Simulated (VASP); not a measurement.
# Si3N4 (P6_3/m) in VASP: relaxation of the atoms with PBE

Aim: the relaxation of the atoms of Si3N4 with PBE.

Everything below comes from runs of VASP 6.6.1. Logs are shortened: lines on timing, memory, paths and dates and some standing lists are left out, and cuts for length are marked.

### 1 The cell of the first run

Symmetry: P6_3/m, No. 176, hexagonal system. Conventional cell: a = 7.602 Å, b = 7.602 Å, c = 2.907 Å, α = 90.00°, β = 90.00°, γ = 120.00°. Si (site symmetry m) has 4 N at 1.71 to 1.75 Å within 2.3 Å. Within 2.3 Å of N (site symmetry -6) lie 3 Si at 1.71 Å. N (site symmetry m) has 3 Si at 1.74 to 1.75 Å within 2.3 Å.

### 2 Relaxation of the atoms, PBE

File INCAR:

```
SYSTEM = Si3N4
ALGO     = Normal         ! electronic algorithm
EDIFF    = 1E-6           ! SCF threshold, eV
EDIFFG   = -0.02          ! ionic threshold
ENCUT    = 520            ! plane-wave cutoff, eV
GGA      = PE             ! functional
IBRION   = 2              ! ionic algorithm
ISIF     = 2              ! what is computed and relaxed
ISMEAR   = -1             ! smearing method
KPAR     = 2            
LASPH    = .True.         ! aspherical terms in the spheres
LCHARG   = .False.        ! write CHGCAR
LREAL    = .False.        ! projectors in reciprocal space
LWAVE    = .False.        ! write WAVECAR
NELM     = 60             ! most SCF steps
NSW      = 80             ! ionic steps
PREC     = Accurate       ! precision mode
SIGMA    = 0.02           ! smearing width, eV
```

File KPOINTS:

```
k-points
0
Gamma
  4 4 10
  0 0 0
```

File POSCAR:

```
Si3N4
1.0
    7.6018000000      0.0000000000      0.0000000000
   -3.8009000000      6.5833519145      0.0000000000
    0.0000000000      0.0000000000      2.9066000000
Si N
6 8
Direct
    0.1773000000      0.7677000000      0.2500000000
    0.4096000000      0.1773000000      0.7500000000
    0.2323000000      0.4096000000      0.2500000000
    0.8227000000      0.2323000000      0.7500000000
    0.5904000000      0.8227000000      0.2500000000
    0.7677000000      0.5904000000      0.7500000000
    0.3333333333      0.6666666667      0.2500000000
    0.6666666667      0.3333333333      0.7500000000
    0.3337000000      0.0323000000      0.2500000000
    0.3014000000      0.3337000000      0.7500000000
    0.9677000000      0.3014000000      0.2500000000
    0.6663000000      0.9677000000      0.7500000000
    0.6986000000      0.6663000000      0.2500000000
    0.0323000000      0.6986000000      0.7500000000
```

Potentials or basis: VASP PAW PBE potentials, release 64 (Si, N).

Run with:

```sh
$ cat potpaw_PBE.64/Si/POTCAR potpaw_PBE.64/N/POTCAR > POTCAR
$ mpirun -np 2 vasp_std > vasp.out
```

OUTCAR:

```text
SYSTEM = Si3N4
   EDIFF = 1E-6
   EDIFFG = -0.02
   ENCUT = 520
   GGA = PE
   IBRION = 2
   ISIF = 2
   ISMEAR = -1
   LASPH = .True.
   LREAL = .False.
   NELM = 60
   NSW = 80
   PREC = Accurate

 ion  position               nearest neighbor table
   1  0.177  0.768  0.250-   7 1.71  14 1.74  14 1.74   9 1.75   5 2.95   3 2.95   6 3.07   6 3.07
                             2 3.07   2 3.07
   2  0.410  0.177  0.750-   8 1.71   9 1.74   9 1.74  10 1.75   4 2.95   6 2.95   3 3.07   3 3.07
                             1 3.07   1 3.07
   3  0.232  0.410  0.250-   7 1.71  10 1.74  10 1.74  11 1.75   1 2.95   5 2.95   4 3.07   4 3.07
                             2 3.07   2 3.07
   4  0.823  0.232  0.750-   8 1.71  11 1.74  11 1.74  12 1.75   2 2.95   6 2.95   3 3.07   3 3.07
                             5 3.07   5 3.07
   5  0.590  0.823  0.250-   7 1.71  12 1.74  12 1.74  13 1.75   1 2.95   3 2.95   6 3.07   6 3.07
                             4 3.07   4 3.07
   6  0.768  0.590  0.750-   8 1.71  13 1.74  13 1.74  14 1.75   4 2.95   2 2.95   1 3.07   1 3.07
                             5 3.07   5 3.07
   7  0.333  0.667  0.250-   1 1.71   5 1.71   3 1.71
   8  0.667  0.333  0.750-   4 1.71   2 1.71   6 1.71
   9  0.334  0.032  0.250-   2 1.74   2 1.74   1 1.75
  10  0.301  0.334  0.750-   3 1.74   3 1.74   2 1.75
  11  0.968  0.301  0.250-   4 1.74   4 1.74   3 1.75
  12  0.666  0.968  0.750-   5 1.74   5 1.74   4 1.75
  13  0.699  0.666  0.250-   6 1.74   6 1.74   5 1.75
  14  0.032  0.699  0.750-   1 1.74   1 1.74   6 1.75

  LATTYP: Found a hexagonal cell.
 ALAT       =     7.6018000000
 C/A-ratio  =     0.3823568102

  Lattice vectors:

 A1 = (   7.6018000000,   0.0000000000,   0.0000000000)
 A2 = (  -3.8009000000,   6.5833519145,   0.0000000000)
 A3 = (   0.0000000000,   0.0000000000,   2.9066000000)

Analysis of symmetry for initial positions (statically):
=====================================================================
 Subroutine PRICEL returns:
 Original cell was already a primitive cell.

 Routine SETGRP: Setting up the symmetry group for a
 hexagonal supercell.

 Subroutine GETGRP returns: Found 12 space group operations
 (whereof  6 operations were pure point group operations)
 out of a pool of 24 trial point group operations.

The static configuration has the point symmetry S_6 .
 The point group associated with its full space group is C_6h.

Analysis of symmetry for dynamics (positions and initial velocities):
=====================================================================
 Subroutine PRICEL returns:
 Original cell was already a primitive cell.

 Routine SETGRP: Setting up the symmetry group for a
 hexagonal supercell.

 Subroutine GETGRP returns: Found 12 space group operations
 (whereof  6 operations were pure point group operations)
 out of a pool of 24 trial point group operations.

The dynamic configuration has the point symmetry S_6 .
 The point group associated with its full space group is C_6h.

 Subroutine INISYM returns: Found 12 space group operations
 (whereof  6 operations are pure point group operations),
 and found     1 'primitive' translations

----------------------------------------------------------------------------------------

                                     Primitive cell

  volume of cell :     145.4617

  direct lattice vectors                    reciprocal lattice vectors
     7.601800000  0.000000000  0.000000000     0.131547791  0.075949153  0.000000000
    -3.800900000  6.583351914  0.000000000     0.000000000  0.151898305  0.000000000
     0.000000000  0.000000000  2.906600000     0.000000000  0.000000000  0.344044588

  length of vectors
     7.601800000  7.601800000  2.906600000     0.151898305  0.151898305  0.344044588

  position of ions in fractional coordinates (direct lattice)
     0.177300000  0.767700000  0.250000000
     0.409600000  0.177300000  0.750000000
     0.232300000  0.409600000  0.250000000
     0.822700000  0.232300000  0.750000000
     0.590400000  0.822700000  0.250000000
     0.767700000  0.590400000  0.750000000
     0.333333333  0.666666667  0.250000000
     0.666666667  0.333333333  0.750000000
     0.333700000  0.032300000  0.250000000
     0.301400000  0.333700000  0.750000000
     0.967700000  0.301400000  0.250000000
     0.666300000  0.967700000  0.750000000
     0.698600000  0.666300000  0.250000000
     0.032300000  0.698600000  0.750000000

  ion indices of the primitive-cell ions
   primitive index   ion index
                 1           1
                 2           2
                 3           3
                 4           4
                 5           5
                 6           6
                 7           7
                 8           8
                 9           9
                10          10
                11          11
                12          12
                13          13
                14          14

----------------------------------------------------------------------------------------

 KPOINTS: k-points

Automatic generation of k-mesh.
 Grid dimensions read from file:
 generate k-points for:    4    4   10

 Generating k-lattice:

  Cartesian coordinates                     Fractional coordinates (reciprocal lattice)
     0.032886948  0.018987288  0.000000000     0.250000000  0.000000000  0.000000000
     0.000000000  0.037974576  0.000000000     0.000000000  0.250000000  0.000000000
     0.000000000  0.000000000  0.034404459     0.000000000  0.000000000  0.100000000

  Length of vectors
     0.037974576  0.037974576  0.034404459

  Shift w.r.t. Gamma in fractional coordinates (k-lattice)
     0.000000000  0.000000000  0.000000000

 Subroutine IBZKPT returns following result:
 ===========================================

 Found     24 irreducible k-points:

 Following reciprocal coordinates:
            Coordinates               Weight
  0.000000  0.000000  0.000000      1.000000
  0.250000 -0.000000  0.000000      6.000000
  0.500000 -0.000000  0.000000      3.000000
  0.250000  0.250000  0.000000      6.000000
  0.000000  0.000000  0.100000      2.000000
  0.250000 -0.000000  0.100000     12.000000
[... 16 lines left out ...]
  0.500000 -0.000000  0.500000      3.000000
  0.250000  0.250000  0.500000      6.000000
   k-points           NKPTS =     24   k-points in BZ     NKDIM =     24   number of bands    NBANDS=     40
   number of dos      NEDOS =    301   number of ions     NIONS =     14
   total plane-waves  NPLWV =  86400
   dimension x,y,z NGX =    60 NGY =   60 NGZ =   24
   dimension x,y,z NGXF=   120 NGYF=  120 NGZF=   48
   ions per type =               6   8
   NGX,Y,Z   is equivalent  to a cutoff of  13.12, 13.12, 13.73 a.u.
   NGXF,Y,Z  is equivalent  to a cutoff of  26.24, 26.24, 27.45 a.u.
 SYSTEM =  Si3N4
   PREC   = accura    normal or accurate (medium, high low for compatibility)
   ISTART =      0    job   : 0-new  1-cont  2-samecut
   ICHARG =      2    charge: 1-file 2-atom 10-const
   ISPIN  =      1    spin polarized calculation?
   LNONCOLLINEAR =      F non collinear calculations
   LSORBIT =      F    spin-orbit coupling
   LASPH  =      T    aspherical Exc in radial PAW
   ENCUT  =  520.0 eV  38.22 Ry    6.18 a.u.  14.13 14.13  5.40*2*pi/ulx,y,z
   NELM   =     60;   NELMIN=  2; NELMDL= -5     # of ELM steps
   EDIFF  = 0.1E-05   stopping-criterion for ELM
   LREAL  =      F    real-space projection
   EDIFFG = -.2E-01   stopping-criterion for IOM
   NSW    =     80    number of steps for IOM
   IBRION =      2    ionic relax: 0-MD 1-quasi-New 2-CG
   NFREE  =      1    steps in history (QN), initial steepest desc. (CG)
   ISIF   =      2    stress and relaxation
   ISYM   =      2    0-nonsym 1-usesym 2-fastsym
   POTIM  = 0.5000    time-step for ionic-motion
   TEBEG  =    0.0;   TEEND  =   0.0 temperature during run
   PSTRESS=    0.0 pullay stress
   NELECT =      64.0000    total number of electrons
   NUPDOWN=      -1.0000    fix difference up-down
   EMIN   =  10.00;   EMAX   =-10.00  energy-range for DOS
   EFERMI =   0.00;   METHOD = LEGACY
   ISMEAR =    -1;   SIGMA  =   0.02  broadening in eV -4-tet -1-fermi 0-gaus
   EFERMI_NEDOS =   21; number of points for ismear=-14 and -15
   IALGO  =     38    algorithm
   IMIX   =      4    mixing-type and parameters
     AMIX     =   0.40;   BMIX     =  1.00
     AMIX_MAG =   1.60;   BMIX_MAG =  1.00
  volume/ion in A,a.u.               =      10.39        70.12
  Fermi-wavevector in a.u.,A,eV,Ry     =   1.245141  2.352975 21.094150  1.550376
  Thomas-Fermi vector in A             =   2.379377
   LORBIT       =      0    0 simple, 1 ext, 2 COOP (PROOUT), +10 PAW based schemes
   GGA     = PE    functional components
   LHFCALC =     F    Hartree Fock is set to
   AEXX    =    0.0000 exact exchange contribution
   IVDW    =     0    specifies the selected vdW correction
   LEPSILON=     F    determine dielectric tensor
   LRPA    =     F    only Hartree local field effects (RPA)
 conjugate gradient relaxation of ions
 non-spin polarized calculation
  energy-cutoff  :      520.00
  volume of cell :      145.46
 maximum number of plane-waves:      3965
 NGX is ok and might be reduce to    60
   NGX = 29   NGY = 29   NGZ = 11

--------------------------------------- Ionic step        1  -------------------------------------------

 number of electron      63.9999990 magnetization

 Free energy of the ion-electron system (eV)
  ---------------------------------------------------
  ext. energy  EPLUGINS =         0.00000000
  ---------------------------------------------------
  free energy    TOTEN  =      -114.40680460 eV

  energy without entropy =     -114.40680460  energy(sigma->0) =     -114.40680460

------------------------ aborting loop because EDIFF is reached ----------------------------------------

  FORCE on cell =-STRESS in cart. coord.  units (eV):
  Direction    XX          YY          ZZ          XY          YZ          ZX
  --------------------------------------------------------------------------------------
  -------------------------------------------------------------------------------------
  Total        5.9357395      5.9357395      3.8771693      0.0000001      0.0000000      0.0000000
  in kB       65.3787538     65.3787538     42.7047883      0.0000008      0.0000000      0.0000000
  external PRESSURE =      57.8207653 kB  Pullay stress =       0.0000000 kB
[... 125 lines left out ...]
  FREE ENERGIE OF THE ION-ELECTRON SYSTEM (eV)
  ---------------------------------------------------
  free  energy   TOTEN  =      -114.4706942398 eV

  energy  without entropy=     -114.4706942398  energy(sigma->0) =     -114.47069424

[... ionic steps 4 to 9 ...]

--------------------------------------- Ionic step       10  -------------------------------------------

 number of electron      63.9999992 magnetization

------------------------ aborting loop because EDIFF is reached ----------------------------------------
[... 91 lines left out ...]
--------------------------------------- Ionic step       12  -------------------------------------------

 number of electron      63.9999992 magnetization

 Free energy of the ion-electron system (eV)
  ---------------------------------------------------
  ext. energy  EPLUGINS =         0.00000000
  ---------------------------------------------------
  free energy    TOTEN  =      -114.48960277 eV

  energy without entropy =     -114.48960277  energy(sigma->0) =     -114.48960277

 E-fermi :   7.2503     XC(G=0): -10.8117

 val. band max:        6.7742890744   @ k =   0.0000   0.0000   0.2000
 cond. band min:      11.0974604514   @ k =   0.0000   0.0000   0.0000
 fundamental gap:      4.3231713770
 Fermi energy:         7.2503401042

 k-point     1 :       0.0000    0.0000    0.0000
  band No.  band energies     occupation
      1     -11.4531      2.00000
      2      -9.9891      2.00000
      3      -9.9891      2.00000
      4      -9.3432      2.00000
      5      -9.2171      2.00000
      6      -9.2171      2.00000
[... 1062 lines left out ...]
  FREE ENERGIE OF THE ION-ELECTRON SYSTEM (eV)
  ---------------------------------------------------
  free  energy   TOTEN  =      -114.4896027734 eV

  energy  without entropy=     -114.4896027734  energy(sigma->0) =     -114.48960277

 reached required accuracy - stopping structural energy minimisation
```

Wall time 8.3 min (2 MPI ranks of AMD EPYC 7R13 (Zen 3), shared host); peak memory 0.31 GiB.

What came out:

```yaml
Free_energy: -114.4896 eV
Energy_gained_by_relaxing: 5.9 meV/atom
Ionic_steps: 12
Pressure_after_relaxing: 5.3 GPa
Largest_force_after_relaxing: 0.016 eV/Å
Band_gap_on_the_k_mesh: 4.32 eV (least direct gap 4.52 eV)
```

Forces on the atoms (eV/Å):
```
Si  -0.002 -0.016  0.000
Si   0.013 -0.010  0.000
Si   0.015  0.006  0.000
Si   0.002  0.016  0.000
Si  -0.013  0.010  0.000
Si  -0.015 -0.006  0.000
N    0.000  0.000  0.000
N    0.000  0.000  0.000
N    0.000  0.013  0.000
N   -0.012  0.006  0.000
N   -0.011 -0.007  0.000
N    0.000 -0.013  0.000
N    0.012 -0.006  0.000
N    0.011  0.007  0.000
```

Stress tensor (GPa, compression positive):
```
5.44 0.00 0.00
0.00 5.44 0.00
0.00 0.00 5.15
```

The path:
```csv
step,energy change (eV),largest force (eV/Å),pressure (GPa)
1,0.0000,0.9629,5.78
2,0.0273,1.2262,5.50
3,-0.0639,0.2838,5.51
4,-0.0762,0.1667,5.49
5,-0.0765,0.1926,5.48
6,-0.0815,0.0732,5.45
7,-0.0818,0.0268,5.46
8,-0.0821,0.0227,5.44
9,-0.0823,0.0573,5.40
10,-0.0824,0.0525,5.40
11,-0.0826,0.0379,5.38
12,-0.0828,0.0164,5.34
```

Final structure:
```xyz
14
Lattice="7.6018 0.0000 0.0000 -3.8009 6.5834 0.0000 0.0000 0.0000 2.9066" Properties=species:S:1:pos:R:3 pbc="T T T"
Si   -1.5965    5.0544    0.7267
Si    2.4263    1.1446    2.1799
Si    0.2219    2.6735    0.7267
Si    5.3974    1.5289    2.1799
Si    1.3746    5.4387    0.7267
Si    3.5790    3.9098    2.1799
N     0.0000    4.3889    0.7267
N     3.8009    2.1945    2.1799
N     2.3934    0.1955    0.7267
N     1.0273    2.1705    2.1799
N     6.2358    1.9749    0.7267
N     1.4075    6.3878    2.1799
N     2.7736    4.4129    0.7267
N    -2.4349    4.6084    2.1799
```
